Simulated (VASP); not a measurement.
# C in VASP: further runs, part 2 of 2

VASP 6.6.1.

## (4) Single point, PBE (strain -0.080 along x and y, +0.000 along z)

INCAR reads:

```
SYSTEM = C
PREC = Accurate
ENCUT = 520
EDIFF = 1E-6
ISMEAR = 0
SIGMA = 0.05
LREAL = .False.
LASPH = .True.
NELM = 60
ALGO = Normal
ISIF = 2
LWAVE = .False.
LCHARG = .False.
GGA = PE
NBANDS = 11
```

KPOINTS reads:

```
Automatic mesh
0
Gamma
  12 12 12
  0 0 0
```

POSCAR reads:

```
C
1.0
    0.0000000000      1.6407280000      1.7834000000
    1.6407280000      0.0000000000      1.7834000000
    1.6407280000      1.6407280000      0.0000000000
C
2
Direct
    0.5000000000      0.5000000000      0.5000000000
    0.7500000000      0.7500000000      0.7500000000
```

Potentials or basis: VASP PAW PBE potentials, release 64 (C).

The run is started by

```
$ cat potpaw_PBE.64/C/POTCAR > POTCAR
$ mpirun -np 1 vasp_std > vasp.out
```

OUTCAR:

```text
SYSTEM = C
   PREC = Accurate
   ENCUT = 520
   EDIFF = 1E-6
   ISMEAR = 0
   LREAL = .False.
   LASPH = .True.
   NELM = 60
   ISIF = 2
   GGA = PE

 ion  position               nearest neighbor table
   1  0.500  0.500  0.500-   2 1.46   2 1.46   2 1.46   2 1.46
   2  0.750  0.750  0.750-   1 1.46   1 1.46   1 1.46   1 1.46

  LATTYP: Found a body centered tetragonal cell.
 ALAT       =     2.3203397898
 C/A-ratio  =     1.5371886548

  Lattice vectors:

 A1 = (  -1.6407280000,   0.0000000000,   1.7834000000)
 A2 = (   1.6407280000,   0.0000000000,   1.7834000000)
 A3 = (   0.0000000000,   1.6407280000,  -1.7834000000)

Analysis of symmetry for initial positions (statically):
=====================================================================
 Subroutine PRICEL returns:
 Original cell was already a primitive cell.

 Routine SETGRP: Setting up the symmetry group for a
 body centered tetragonal supercell.

 Subroutine GETGRP returns: Found 16 space group operations
 (whereof  8 operations were pure point group operations)
 out of a pool of 16 trial point group operations.

The static configuration has the point symmetry D_2d.
 The point group associated with its full space group is D_4h.

Analysis of symmetry for dynamics (positions and initial velocities):
=====================================================================
 Subroutine PRICEL returns:
 Original cell was already a primitive cell.

 Routine SETGRP: Setting up the symmetry group for a
 body centered tetragonal supercell.

 Subroutine GETGRP returns: Found 16 space group operations
 (whereof  8 operations were pure point group operations)
 out of a pool of 16 trial point group operations.

The dynamic configuration has the point symmetry D_2d.
 The point group associated with its full space group is D_4h.

 Subroutine INISYM returns: Found 16 space group operations
 (whereof  8 operations are pure point group operations),
 and found     1 'primitive' translations

----------------------------------------------------------------------------------------

                                     Primitive cell

  volume of cell :       9.6018

  direct lattice vectors                    reciprocal lattice vectors
     0.000000000  1.640728000  1.783400000    -0.304742773  0.304742773  0.280363351
     1.640728000  0.000000000  1.783400000     0.304742773 -0.304742773  0.280363351
     1.640728000  1.640728000  0.000000000     0.304742773  0.304742773 -0.280363351

  length of vectors
     2.423324974  2.423324974  2.320339790     0.514139984  0.514139984  0.514139984

  position of ions in fractional coordinates (direct lattice)
     0.500000000  0.500000000  0.500000000
     0.750000000  0.750000000  0.750000000

  ion indices of the primitive-cell ions
   primitive index   ion index
                 1           1
                 2           2

----------------------------------------------------------------------------------------

 KPOINTS: Automatic mesh

Automatic generation of k-mesh.
 Grid dimensions read from file:
 generate k-points for:   12   12   12

 Generating k-lattice:

  Cartesian coordinates                     Fractional coordinates (reciprocal lattice)
    -0.025395231  0.025395231  0.023363613     0.083333333 -0.000000000  0.000000000
     0.025395231 -0.025395231  0.023363613    -0.000000000  0.083333333  0.000000000
     0.025395231  0.025395231 -0.023363613     0.000000000  0.000000000  0.083333333

  Length of vectors
     0.042844999  0.042844999  0.042844999

  Shift w.r.t. Gamma in fractional coordinates (k-lattice)
     0.000000000  0.000000000  0.000000000

 Subroutine IBZKPT returns following result:
 ===========================================

 Found    163 irreducible k-points:

 Following reciprocal coordinates:
            Coordinates               Weight
  0.000000  0.000000  0.000000      1.000000
  0.083333  0.000000  0.000000      8.000000
  0.166667  0.000000  0.000000      8.000000
  0.250000  0.000000  0.000000      8.000000
  0.333333  0.000000  0.000000      8.000000
  0.416667  0.000000  0.000000      8.000000
[... 16 lines left out ...]
  0.500000  0.166667  0.000000      8.000000
 -0.416667  0.166667  0.000000      8.000000
 [... further k-points ...]
   k-points           NKPTS =    163   k-points in BZ     NKDIM =    163   number of bands    NBANDS=     11
   number of dos      NEDOS =    301   number of ions     NIONS =      2
   total plane-waves  NPLWV =   5832
   dimension x,y,z NGX =    18 NGY =   18 NGZ =   18
   dimension x,y,z NGXF=    36 NGYF=   36 NGZF=   36
   ions per type =               2
   NGX,Y,Z   is equivalent  to a cutoff of  12.35, 12.35, 12.90 a.u.
   NGXF,Y,Z  is equivalent  to a cutoff of  24.70, 24.70, 25.79 a.u.
 SYSTEM =  C
   PREC   = accura    normal or accurate (medium, high low for compatibility)
   ISTART =      0    job   : 0-new  1-cont  2-samecut
   ICHARG =      2    charge: 1-file 2-atom 10-const
   ISPIN  =      1    spin polarized calculation?
   LNONCOLLINEAR =      F non collinear calculations
   LSORBIT =      F    spin-orbit coupling
   LASPH  =      T    aspherical Exc in radial PAW
   ENCUT  =  520.0 eV  38.22 Ry    6.18 a.u.   4.51  4.51  4.31*2*pi/ulx,y,z
   NELM   =     60;   NELMIN=  2; NELMDL= -5     # of ELM steps
   EDIFF  = 0.1E-05   stopping-criterion for ELM
   LREAL  =      F    real-space projection
   EDIFFG = 0.1E-04   stopping-criterion for IOM
   NSW    =      0    number of steps for IOM
   IBRION =     -1    ionic relax: 0-MD 1-quasi-New 2-CG
   NFREE  =      0    steps in history (QN), initial steepest desc. (CG)
   ISIF   =      2    stress and relaxation
   ISYM   =      2    0-nonsym 1-usesym 2-fastsym
   POTIM  = 0.5000    time-step for ionic-motion
   TEBEG  =    0.0;   TEEND  =   0.0 temperature during run
   PSTRESS=    0.0 pullay stress
   NELECT =       8.0000    total number of electrons
   NUPDOWN=      -1.0000    fix difference up-down
   EMIN   =  10.00;   EMAX   =-10.00  energy-range for DOS
   EFERMI =   0.00;   METHOD = LEGACY
   ISMEAR =     0;   SIGMA  =   0.05  broadening in eV -4-tet -1-fermi 0-gaus
   EFERMI_NEDOS =   21; number of points for ismear=-14 and -15
   IALGO  =     38    algorithm
   IMIX   =      4    mixing-type and parameters
     AMIX     =   0.40;   BMIX     =  1.00
     AMIX_MAG =   1.60;   BMIX_MAG =  1.00
  volume/ion in A,a.u.               =       4.80        32.40
  Fermi-wavevector in a.u.,A,eV,Ry     =   1.540473  2.911072 32.287415  2.373058
  Thomas-Fermi vector in A             =   2.646555
   LORBIT       =      0    0 simple, 1 ext, 2 COOP (PROOUT), +10 PAW based schemes
   GGA     = PE    functional components
   LHFCALC =     F    Hartree Fock is set to
   AEXX    =    0.0000 exact exchange contribution
   IVDW    =     0    specifies the selected vdW correction
   LEPSILON=     F    determine dielectric tensor
   LRPA    =     F    only Hartree local field effects (RPA)
 non-spin polarized calculation
 Gauss-broadening in eV      SIGMA  =   0.05
  energy-cutoff  :      520.00
  volume of cell :        9.60
 maximum number of plane-waves:       271
   NGX =  9   NGY =  9   NGZ =  9

 number of electron       8.0000000 magnetization

 Free energy of the ion-electron system (eV)
  ---------------------------------------------------
  ext. energy  EPLUGINS =         0.00000000
  ---------------------------------------------------
  free energy    TOTEN  =       -17.51645150 eV

  energy without entropy =      -17.51645150  energy(sigma->0) =      -17.51645150

 E-fermi :  13.0214     XC(G=0): -14.1140

 val. band max:       12.8265159271   @ k =   0.0000   0.0000   0.0000
 cond. band min:      16.2015820603   @ k =   0.4167   0.0000   0.4167
 fundamental gap:      3.3750661332
 Fermi energy:        13.0213578082

 k-point     1 :       0.0000    0.0000    0.0000
  band No.  band energies     occupation
      1     -11.5472      2.00000
      2      11.2720      2.00000
      3      12.8265      2.00000
      4      12.8265      2.00000
      5      18.0682      0.00000
      6      18.0682      0.00000
      7      19.1777      0.00000
      8      29.5093      0.00000
      9      33.9740      0.00000
     10      37.6045      0.00000
     11      38.7280      0.00000
[... 309 lines left out ...]
 k-point    24 :      -0.4167    0.1667    0.0000
  band No.  band energies     occupation
      1      -4.2019      2.00000
      2      -2.2189      2.00000
      3       5.0878      2.00000
      4       9.1068      2.00000
      5      21.2984      0.00000
      6      23.8661      0.00000
      7      25.1830      0.00000
      8      29.9978      0.00000
      9      34.5402      0.00000
     10      38.6166      0.00000
     11      39.8106      0.00000

 [... further k-points ...]
[... 5 lines left out ...]
  --------------------------------------------------------------------------------------
  -------------------------------------------------------------------------------------
  Total        8.1181724      8.1181724      2.1383736      0.0000000      0.0000000      0.0000000
  in kB     1354.6182191   1354.6182191    356.8142739      0.0000000      0.0000000      0.0000000
  external PRESSURE =    1022.0169040 kB  Pullay stress =       0.0000000 kB

 VOLUME and BASIS-vectors are now :
 -----------------------------------------------------------------------------
  energy-cutoff  :      520.00
  volume of cell :        9.60
      direct lattice vectors                 reciprocal lattice vectors
     0.000000000  1.640728000  1.783400000    -0.304742773  0.304742773  0.280363351
     1.640728000  0.000000000  1.783400000     0.304742773 -0.304742773  0.280363351
     1.640728000  1.640728000  0.000000000     0.304742773  0.304742773 -0.280363351

 POSITION                                       TOTAL-FORCE (eV/Angst)
 -----------------------------------------------------------------------------------
      1.64073      1.64073      1.78340        -0.000000     -0.000000     -0.000000
      2.46109      2.46109      2.67510         0.000000      0.000000      0.000000
 -----------------------------------------------------------------------------------
    total drift:                                0.000000     -0.000000      0.000000

  FREE ENERGIE OF THE ION-ELECTRON SYSTEM (eV)
  ---------------------------------------------------
  free  energy   TOTEN  =       -17.5164515035 eV

  energy  without entropy=      -17.5164515035  energy(sigma->0) =      -17.51645150
```

stdout:

```text
POSCAR found type information on POSCAR C
 POSCAR found :  1 types and       2 ions
 scaLAPACK will be used
 LDA part: xc-table for (Slater+PW92), standard interpolation
 POSCAR, INCAR and KPOINTS ok, starting setup
 FFT: planning ... GRIDC
 FFT: planning ... GRID_SOFT
 FFT: planning ... GRID
 WAVECAR not read
 entering main loop
```

Run time: 9.9 s. Hardware: 1 thread of Intel Xeon 6975P-C, shared host; peak memory 0.12 GiB.

What came out:

```yaml
Free_energy: -17.5165 eV
Pressure: 102.2 GPa
Band_gap_on_the_k_mesh: 3.38 eV, indirect (least direct gap 5.24 eV)
```

Stress tensor (GPa, compression positive):
```
135.46   0.00   0.00
  0.00 135.46   0.00
  0.00   0.00  35.68
```

Caveat: the cell differs from its parent crystal (strain -0.080 along x and y, +0.000 along z). A k mesh can miss the band edges.

## (5) Single point, PBE (strain -0.040 along x and y, -0.080 along z)

INCAR reads:

```
SYSTEM = C
ALGO     = Normal         ! electronic algorithm
EDIFF    = 1E-6           ! SCF threshold, eV
ENCUT    = 520            ! plane-wave cutoff, eV
GGA      = PE             ! functional
ISIF     = 2              ! what is computed and relaxed
ISMEAR   = 0              ! smearing method
LASPH    = .True.         ! aspherical terms in the spheres
LCHARG   = .False.        ! write CHGCAR
LREAL    = .False.        ! projectors in reciprocal space
LWAVE    = .False.        ! write WAVECAR
NBANDS   = 11             ! bands
NELM     = 60             ! most SCF steps
PREC     = Accurate       ! precision mode
SIGMA    = 0.05           ! smearing width, eV
```

KPOINTS reads:

```
k-points
0
Gamma
  12 12 12
  0 0 0
```

POSCAR reads:

```
C
1.0
    0.0000000000      1.7120640000      1.6407280000
    1.7120640000      0.0000000000      1.6407280000
    1.7120640000      1.7120640000      0.0000000000
C
2
Direct
    0.5000000000      0.5000000000      0.5000000000
    0.7500000000      0.7500000000      0.7500000000
```

The run is started by

```
$ cat potpaw_PBE.64/C/POTCAR > POTCAR
$ mpirun -np 1 vasp_std > vasp.out
```

Wall time 9.9 s (1 thread of Intel Xeon 6975P-C, shared host); peak memory 0.12 GiB.

It converged, with:

```yaml
Free_energy: -17.6502 eV
Pressure: 100.9 GPa
Band_gap_on_the_k_mesh: 3.35 eV, indirect (least direct gap 5.23 eV)
```

Stress tensor (GPa, compression positive):
```
 86.09   0.00   0.00
  0.00  86.09   0.00
  0.00   0.00 130.62
```

Levels at points of the mesh, in eV from the valence-band top:
```csv
k point,band 1,band 2,band 3,band 4,band 5,band 6,band 7,band 8
"(0.00, 0.00, 0.00)",-24.28,-0.69,-0.69,0.00,5.23,5.80,5.80,16.83
"(0.50, 0.00, 0.00)",-17.48,-15.80,-4.14,-3.28,8.43,8.56,11.12,16.74
"(0.50, 0.50, 0.00)",-13.95,-13.95,-8.30,-8.30,3.90,3.90,19.16,19.16
"(0.50, 0.00, 0.50)",-14.73,-14.73,-7.56,-7.56,5.03,5.03,18.82,18.82
```

Caveat: the cell differs from its parent crystal (strain -0.040 along x and y, -0.080 along z). A k mesh can miss the band edges.

## (6) Overview

| cell | gap on the mesh (eV) | pressure (GPa) |
| --- | --- | --- |
| a = 2.724 Å, angles 60.0°, 2 atoms | 3.65 | -63.7 |
| a = 2.371, b = 2.371, c = 2.320 Å, angles 60.7, 60.7, 58.6°, 2 atoms | 4.04 | 136.0 |
| a = 2.423, b = 2.423, c = 2.320 Å, angles 61.4, 61.4, 57.2°, 2 atoms | 3.38 | 102.2 |
| a = 2.371, b = 2.371, c = 2.421 Å, angles 59.3, 59.3, 61.4°, 2 atoms | 3.35 | 100.9 |

Alike in all rows: task single point; level PBE; potentials or basis VASP PAW PBE potentials, release 64 (C); no spin polarisation; k mesh 12 × 12 × 12; cutoff (eV) 520; smearing gaussian 0.05 eV.

Total energies depend on the potentials used, so only differences within one code and one set of settings carry meaning.
